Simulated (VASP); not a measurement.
# Ir: single point with LDA

Crystal: Ir.

```xyz
1
Lattice="1.5298 1.5298 1.5298 -1.5298 1.5298 1.5298 -1.5298 -1.5298 1.5298" Properties=species:S:1:pos:R:3 pbc="T T T"
Ir    0.0000    0.0000    0.0000
```

```json
{
 "Program": "VASP 6.6.1",
 "Task": "single point",
 "Functional": "LDA",
 "Potentials or basis": "VASP PAW LDA potentials, release 64 (Ir)",
 "Cutoff": "500 eV",
 "k mesh": "10 × 10 × 10",
 "Occupations": "fermi-dirac, width 0.05 eV",
 "Spin": "no spin polarisation",
 "Dipole correction": "no",
 "Further INCAR settings": "ALGO = Normal; EDIFF = 1e-06; NBANDS = 10"
}
```

```yaml
Pressure: 2.3 GPa
```

Levels at points of the mesh, in eV from the Fermi level:
```tsv
k point	band 2	band 3	band 4	band 5	band 6	band 7	band 8	band 9
(0.00, 0.00, 0.00)	-3.71	-3.71	-3.71	-0.56	-0.56	16.94	16.94	16.94
(0.50, 0.00, 0.00)	-5.58	-0.74	-0.07	-0.04	2.30	8.15	13.07	17.04
(0.50, 0.50, 0.50)	-7.20	1.57	1.57	1.57	7.98	7.98	7.98	14.94
```

Wall time 3.6 s on 1 thread of Intel(R) Xeon(R) Platinum 8559C (Emerald Rapids), with other jobs on the host, peak memory 0.12 GiB.

Caveat: spin-orbit coupling is left out, which moves the levels of the heavy elements.
